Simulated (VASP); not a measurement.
# W (I4/mmm) in VASP: a series of runs

W is run at these levels: r2SCAN; tasks: single point.

Program: VASP 6.6.1. These are calculated values, not measurements. Logs are shortened: lines on timing, memory, paths and dates and some standing lists are left out, and cuts for length are marked.

### Step 1. The cell of the first run

The structure is tetragonal, space group I4/mmm (No. 139). Conventional cell: a = 2.871 Å, b = 2.871 Å, c = 4.141 Å, α = 90.00°, β = 90.00°, γ = 90.00°. Within 3.8 Å of W (site symmetry 4/mmm) lie 12 W at 2.87 to 2.90 Å.

### Step 2. Single point, r2SCAN (strain +0.0200 x Voigt [0, 0, 1, 0, 0, 0])

Contents of POSCAR:

```
W
1.0
    0.0000000000      2.0300000000      2.0706000000
    2.0300000000      0.0000000000      2.0706000000
    2.0300000000      2.0300000000      0.0000000000
W
1
Direct
    0.0000000000      0.0000000000      0.0000000000
```

Contents of INCAR.step1:

```
SYSTEM = W
ALGO = Normal
EDIFF = 1E-4
ENCUT = 520
GGA = PE
ISMEAR = 0
LASPH = .TRUE.
LCHARG = .FALSE.
LREAL = .FALSE.
LWAVE = .TRUE.
NBANDS = 13
NELM = 60
PREC = Accurate
SIGMA = 0.15
```

Contents of INCAR.step2:

```
SYSTEM = W
ALGO = Normal
EDIFF = 1E-7
ENCUT = 520
ISIF = 2
ISMEAR = 0
ISTART = 1
LASPH = .TRUE.
LCHARG = .TRUE.
LELF = .TRUE.
LMIXTAU = .TRUE.
LREAL = .FALSE.
LVHAR = .TRUE.
LWAVE = .FALSE.
METAGGA = R2SCAN
NBANDS = 13
NELM = 60
PREC = Accurate
SIGMA = 0.15
```

Contents of KPOINTS:

```
k-points
0
G
  20 20 20
  0 0 0
```

Potentials or basis: VASP PAW PBE potentials, release 64 (W_sv).

Command:

```
> cat potpaw_PBE.64/W_sv/POTCAR > POTCAR
> cp INCAR.step1 INCAR
> mpirun -np 1 vasp_std > vasp.out
> cp INCAR.step2 INCAR
> mpirun -np 1 vasp_std > vasp.out
```

OUTCAR:

```text
SYSTEM = W
   EDIFF = 1E-7
   ENCUT = 520
   ISIF = 2
   ISMEAR = 0
   ISTART = 1
   LASPH = .TRUE.
   LREAL = .FALSE.
   METAGGA = R2SCAN
   NELM = 60
   PREC = Accurate

 ion  position               nearest neighbor table
   1  0.000  0.000  0.000-

  LATTYP: Found a body centered tetragonal cell.
 ALAT       =     2.8708535316
 C/A-ratio  =     1.4424978336

  Lattice vectors:

 A1 = (  -2.0300000000,   0.0000000000,   2.0706000000)
 A2 = (   2.0300000000,   0.0000000000,   2.0706000000)
 A3 = (   0.0000000000,   2.0300000000,  -2.0706000000)

Analysis of symmetry for initial positions (statically):
=====================================================================
 Subroutine PRICEL returns:
 Original cell was already a primitive cell.

 Routine SETGRP: Setting up the symmetry group for a
 body centered tetragonal supercell.

 Subroutine GETGRP returns: Found 16 space group operations
 (whereof 16 operations were pure point group operations)
 out of a pool of 16 trial point group operations.

The static configuration has the point symmetry D_4h.

Analysis of symmetry for dynamics (positions and initial velocities):
=====================================================================
 Subroutine PRICEL returns:
 Original cell was already a primitive cell.

 Routine SETGRP: Setting up the symmetry group for a
 body centered tetragonal supercell.

 Subroutine GETGRP returns: Found 16 space group operations
 (whereof 16 operations were pure point group operations)
 out of a pool of 16 trial point group operations.

The dynamic configuration has the point symmetry D_4h.

 Subroutine INISYM returns: Found 16 space group operations
 (whereof 16 operations are pure point group operations),
 and found     1 'primitive' translations

----------------------------------------------------------------------------------------

                                     Primitive cell

  volume of cell :      17.0655

  direct lattice vectors                    reciprocal lattice vectors
     0.000000000  2.030000000  2.070600000    -0.246305419  0.246305419  0.241475901
     2.030000000  0.000000000  2.070600000     0.246305419 -0.246305419  0.241475901
     2.030000000  2.030000000  0.000000000     0.246305419  0.246305419 -0.241475901

  length of vectors
     2.899704185  2.899704185  2.870853532     0.423843520  0.423843520  0.423843520

  position of ions in fractional coordinates (direct lattice)
     0.000000000  0.000000000  0.000000000

  ion indices of the primitive-cell ions
   primitive index   ion index
                 1           1

----------------------------------------------------------------------------------------

 KPOINTS: k-points

Automatic generation of k-mesh.
 Grid dimensions read from file:
 generate k-points for:   20   20   20

 Generating k-lattice:

  Cartesian coordinates                     Fractional coordinates (reciprocal lattice)
    -0.012315271  0.012315271  0.012073795     0.050000000 -0.000000000  0.000000000
     0.012315271 -0.012315271  0.012073795    -0.000000000  0.050000000  0.000000000
     0.012315271  0.012315271 -0.012073795     0.000000000  0.000000000  0.050000000

  Length of vectors
     0.021192176  0.021192176  0.021192176

  Shift w.r.t. Gamma in fractional coordinates (k-lattice)
     0.000000000  0.000000000  0.000000000

 Subroutine IBZKPT returns following result:
 ===========================================

 Found    641 irreducible k-points:

 Following reciprocal coordinates:
            Coordinates               Weight
  0.000000  0.000000  0.000000      1.000000
  0.050000  0.000000  0.000000      8.000000
  0.100000  0.000000  0.000000      8.000000
  0.150000  0.000000  0.000000      8.000000
  0.200000  0.000000  0.000000      8.000000
  0.250000  0.000000  0.000000      8.000000
[... 16 lines left out ...]
 -0.400000  0.050000  0.000000      8.000000
 -0.350000  0.050000  0.000000      8.000000
 [... further k-points ...]
   k-points           NKPTS =    641   k-points in BZ     NKDIM =    641   number of bands    NBANDS=     13
   number of dos      NEDOS =    301   number of ions     NIONS =      1
   total plane-waves  NPLWV =  13824
   dimension x,y,z NGX =    24 NGY =   24 NGZ =   24
   dimension x,y,z NGXF=    48 NGYF=   48 NGZF=   48
   ions per type =               1
   NGX,Y,Z   is equivalent  to a cutoff of  13.76, 13.76, 13.90 a.u.
   NGXF,Y,Z  is equivalent  to a cutoff of  27.52, 27.52, 27.80 a.u.
 SYSTEM =  W
   PREC   = accura    normal or accurate (medium, high low for compatibility)
   ISTART =      1    job   : 0-new  1-cont  2-samecut
   ICHARG =      0    charge: 1-file 2-atom 10-const
   ISPIN  =      1    spin polarized calculation?
   LNONCOLLINEAR =      F non collinear calculations
   LSORBIT =      F    spin-orbit coupling
   LASPH  =      T    aspherical Exc in radial PAW
   ENCUT  =  520.0 eV  38.22 Ry    6.18 a.u.   5.39  5.39  5.34*2*pi/ulx,y,z
   NELM   =     60;   NELMIN=  2; NELMDL=  0     # of ELM steps
   EDIFF  = 0.1E-06   stopping-criterion for ELM
   LREAL  =      F    real-space projection
   EDIFFG = 0.1E-05   stopping-criterion for IOM
   NSW    =      0    number of steps for IOM
   IBRION =     -1    ionic relax: 0-MD 1-quasi-New 2-CG
   NFREE  =      0    steps in history (QN), initial steepest desc. (CG)
   ISIF   =      2    stress and relaxation
   ISYM   =      2    0-nonsym 1-usesym 2-fastsym
   POTIM  = 0.5000    time-step for ionic-motion
   TEBEG  =    0.0;   TEEND  =   0.0 temperature during run
   PSTRESS=    0.0 pullay stress
   NELECT =      14.0000    total number of electrons
   NUPDOWN=      -1.0000    fix difference up-down
   EMIN   =  10.00;   EMAX   =-10.00  energy-range for DOS
   EFERMI =   0.00;   METHOD = LEGACY
   ISMEAR =     0;   SIGMA  =   0.15  broadening in eV -4-tet -1-fermi 0-gaus
   EFERMI_NEDOS =   21; number of points for ismear=-14 and -15
   IALGO  =     38    algorithm
   IMIX   =      4    mixing-type and parameters
     AMIX     =   0.40;   BMIX     =  1.00
     AMIX_MAG =   1.60;   BMIX_MAG =  1.00
  volume/ion in A,a.u.               =      17.07       115.16
  Fermi-wavevector in a.u.,A,eV,Ry     =   1.532539  2.896078 31.955656  2.348674
  Thomas-Fermi vector in A             =   2.639731
   LORBIT       =      0    0 simple, 1 ext, 2 COOP (PROOUT), +10 PAW based schemes
   METAGGA = R2SCAN    functional components
   LHFCALC =     F    Hartree Fock is set to
   AEXX    =    0.0000 exact exchange contribution
   IVDW    =     0    specifies the selected vdW correction
   LEPSILON=     F    determine dielectric tensor
   LRPA    =     F    only Hartree local field effects (RPA)
 non-spin polarized calculation
 Gauss-broadening in eV      SIGMA  =   0.15
  energy-cutoff  :      520.00
  volume of cell :       17.07
 maximum number of plane-waves:       475
 NGX is ok and might be reduce to    24
   NGX = 11   NGY = 11   NGZ = 11

 number of electron      14.0000001 magnetization

 Free energy of the ion-electron system (eV)
  ---------------------------------------------------
  ext. energy  EPLUGINS =         0.00000000
  ---------------------------------------------------
  free energy    TOTEN  =       -50.77462987 eV

  energy without entropy =      -50.76041360  energy(sigma->0) =      -50.76752173

 E-fermi :   9.8354     XC(G=0): -14.4835

 val. band max:        9.8329413368   @ k =   0.2500   0.1500   0.0500
 cond. band min:       9.8374935651   @ k =  -0.1500   0.0000   0.0500
 fundamental gap:      0.0045522283
 Fermi energy:         9.8353634226

 k-point     1 :       0.0000    0.0000    0.0000
  band No.  band energies     occupation
      1     -65.8877      2.00000
      2     -28.8853      2.00000
      3     -28.8653      2.00000
      4     -28.8653      2.00000
      5       0.5390      2.00000
      6       9.0725      2.00000
      7       9.3751      1.99999
      8       9.3751      1.99999
      9      12.2665      0.00000
     10      12.6905      0.00000
     11      23.1354      0.00000
     12      28.1498      0.00000
     13      28.8344      0.00000

 k-point     2 :       0.0500    0.0000    0.0000
  band No.  band energies     occupation
      1     -65.8853      2.00000
      2     -28.9037      2.00000
      3     -28.8789      2.00000
      4     -28.8685      2.00000
      5       0.6491      2.00000
      6       9.0669      2.00000
      7       9.3437      2.00000
      8       9.4270      1.99988
      9      12.2244      0.00000
     10      12.6392      0.00000
     11      23.3580      0.00000
     12      27.9320      0.00000
     13      28.6910      0.00000

 k-point     3 :       0.1000    0.0000    0.0000
  band No.  band energies     occupation
      1     -65.8782      2.00000
      2     -28.9810      2.00000
      3     -28.8935      2.00000
      4     -28.8778      2.00000
      5       0.9705      2.00000
      6       8.9173      2.00000
      7       9.3945      1.99997
      8       9.5689      1.98800
      9      12.1262      0.00000
     10      12.5116      0.00000
     11      23.9734      0.00000
     12      26.9280      0.00000
     13      29.1700      0.00000
[... 305 lines left out ...]
 k-point    23 :      -0.4000    0.0500    0.0000
  band No.  band energies     occupation
      1     -65.7924      2.00000
      2     -29.8703      2.00000
      3     -29.0522      2.00000
      4     -28.9826      2.00000
      5       4.1673      2.00000
      6       8.9674      2.00000
      7       9.4153      1.99993
      8       9.4615      1.99958
      9      14.0742      0.00000
     10      14.8566      0.00000
     11      20.7077      0.00000
     12      23.6264      0.00000
     13      29.1990      0.00000

 k-point    24 :      -0.3500    0.0500    0.0000
  band No.  band energies     occupation
      1     -65.8022      2.00000
      2     -29.7730      2.00000
      3     -29.0398      2.00000
      4     -28.9663      2.00000
      5       4.0098      2.00000
      6       8.7646      2.00000
      7       9.1458      2.00000
      8       9.6010      1.97288
      9      13.4654      0.00000
     10      14.3433      0.00000
     11      21.5078      0.00000
     12      24.6870      0.00000
     13      30.1629      0.00000

 [... further k-points ...]

------------------------ aborting loop because EDIFF is reached ----------------------------------------

  FORCE on cell =-STRESS in cart. coord.  units (eV):
  Direction    XX          YY          ZZ          XY          YZ          ZX
  --------------------------------------------------------------------------------------
  -------------------------------------------------------------------------------------
  Total       -1.6563721     -1.6563721     -0.8307317      0.0000000      0.0000000      0.0000000
  in kB     -155.5070961   -155.5070961    -77.9925430      0.0000000      0.0000000      0.0000000
  external PRESSURE =    -129.6689117 kB  Pullay stress =       0.0000000 kB

 VOLUME and BASIS-vectors are now :
 -----------------------------------------------------------------------------
  energy-cutoff  :      520.00
  volume of cell :       17.07
      direct lattice vectors                 reciprocal lattice vectors
     0.000000000  2.030000000  2.070600000    -0.246305419  0.246305419  0.241475901
     2.030000000  0.000000000  2.070600000     0.246305419 -0.246305419  0.241475901
     2.030000000  2.030000000  0.000000000     0.246305419  0.246305419 -0.241475901

 POSITION                                       TOTAL-FORCE (eV/Angst)
 -----------------------------------------------------------------------------------
      0.00000      0.00000      0.00000         0.000000      0.000000      0.000000
 -----------------------------------------------------------------------------------
    total drift:                               -0.000000      0.000000     -0.000000

  FREE ENERGIE OF THE ION-ELECTRON SYSTEM (eV)
  ---------------------------------------------------
  free  energy   TOTEN  =       -50.7746298670 eV

  energy  without entropy=      -50.7604136001  energy(sigma->0) =      -50.76752173
```

It took 5.6 min on 1 thread of Intel Xeon 6975P-C (Granite Rapids), shared host; peak memory 0.26 GiB.

Results:

| Quantity | Value |
| --- | --- |
| Free energy | -50.7746 eV |
| Pressure | -13.0 GPa |
| Band gap on the k mesh | zero (bands 7 and 8 overlap by 3.37 eV) |

Stress tensor (GPa, compression positive):
```
-15.55   0.00   0.00
  0.00 -15.55   0.00
  0.00   0.00  -7.80
```

Caveat: the cell differs from its parent crystal (strain +0.0200 x Voigt [0, 0, 1, 0, 0, 0]); the stress differs along the axes, from -16 to -8 GPa; the PAW data sets were made with another functional, which shifts forces and pressure a little; spin-orbit coupling is left out, which moves the levels of the heavy elements.

### Step 3. Single point, r2SCAN (strain +0.0300 x Voigt [0, 0, 1, 0, 0, 0])

Contents of POSCAR:

```
W
1.0
    0.0000000000      2.0300000000      2.0909000000
    2.0300000000      0.0000000000      2.0909000000
    2.0300000000      2.0300000000      0.0000000000
W
1
Direct
    0.0000000000      0.0000000000      0.0000000000
```

Contents of INCAR.step1:

```
SYSTEM = W
PREC = Accurate ; ENCUT = 520
ISMEAR = 0 ; SIGMA = 0.15
LREAL = .FALSE. ; LASPH = .TRUE.
NELM = 80 ; NBANDS = 13
GGA = PE ; ALGO = Normal
EDIFF = 1E-4 ; LWAVE = .TRUE.
LCHARG = .FALSE.
```

Contents of INCAR.step2:

```
SYSTEM = W
PREC = Accurate ; ENCUT = 520
EDIFF = 1E-6 ; ISMEAR = 0
SIGMA = 0.15 ; LREAL = .FALSE.
LASPH = .TRUE. ; NELM = 80
ALGO = Normal ; ISIF = 2
LWAVE = .FALSE. ; LCHARG = .TRUE.
METAGGA = R2SCAN ; LMIXTAU = .TRUE.
LELF = .TRUE. ; LVHAR = .TRUE.
NBANDS = 13 ; ISTART = 1
```

Contents of KPOINTS:

```
Automatic mesh
0
G
  20 20 20
  0 0 0
```

Potentials or basis: VASP PAW PBE potentials, release 64 (W_sv).

Command:

```
> cat potpaw_PBE.64/W_sv/POTCAR > POTCAR
> cp INCAR.step1 INCAR
> mpirun -np 1 vasp_std > vasp.out
> cp INCAR.step2 INCAR
> mpirun -np 1 vasp_std > vasp.out
```

It took 4.9 min on 1 thread of Intel Xeon 6975P-C (Granite Rapids), shared host; peak memory 0.25 GiB.

It converged, with:

| Quantity | Value |
| --- | --- |
| Free energy | -50.7662 eV |
| Pressure | -15.4 GPa |
| Band gap on the k mesh | zero (bands 7 and 8 overlap by 3.42 eV) |

Stress tensor (GPa, compression positive):
```
-18.73   0.00   0.00
  0.00 -18.73   0.00
  0.00   0.00  -8.64
```

Levels at points of the mesh, in eV from the Fermi level:
```csv
k point,band 3,band 4,band 5,band 6,band 7,band 8,band 9,band 10,band 11,band 12
"(0.00, 0.00, 0.00)",-38.75,-38.75,-9.26,-0.86,-0.42,-0.42,2.27,2.90,13.28,18.03
"(0.50, 0.00, 0.00)",-38.93,-38.87,-5.67,-0.94,-0.46,0.28,4.78,4.98,10.05,12.87
"(0.50, 0.50, 0.00)",-39.09,-39.09,-5.46,-4.50,2.31,4.99,5.50,5.50,12.18,12.18
"(0.50, 0.00, 0.50)",-39.18,-39.13,-5.39,-4.52,2.90,4.88,5.30,5.71,11.47,11.88
```

Caveat: the cell differs from its parent crystal (strain +0.0300 x Voigt [0, 0, 1, 0, 0, 0]); the stress differs along the axes, from -19 to -9 GPa; the PAW data sets were made with another functional, which shifts forces and pressure a little; spin-orbit coupling is left out, which moves the levels of the heavy elements.
